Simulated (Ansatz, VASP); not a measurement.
# Mo: VASP beside Ansatz

```
Mo
1.0
    -1.58035    1.58035    1.58035
     1.58035   -1.58035    1.58035
     1.58035    1.58035   -1.58035
Mo
1
Cartesian
  0.0000 0.0000 0.0000
```

Alike in both runs: functional PBE; k mesh 19 × 19 × 19; occupations fermi-dirac, width 0.05 eV; no spin polarisation.

Ansatz relaxed the structure, and its values are those at the end. VASP's run is a single point on that final structure, the one shown.

|  | VASP | Ansatz |
| --- | --- | --- |
| version | VASP 6.6.1 | Ansatz 0.2.0 |
| potentials or method | VASP PAW PBE potentials, release 64 (Mo_sv) | PAW with Ansatz's default frozen-core files, scalar-relativistic |
| plane-wave cutoff (eV) | 520 | 420 |
| valence electrons in the cell | 14 | 14 |

VASP gave:

```
pressure (GPa) : 0.5
```

Q: What did Ansatz give for the same quantities?

A: Pressure (GPa): 0.0.
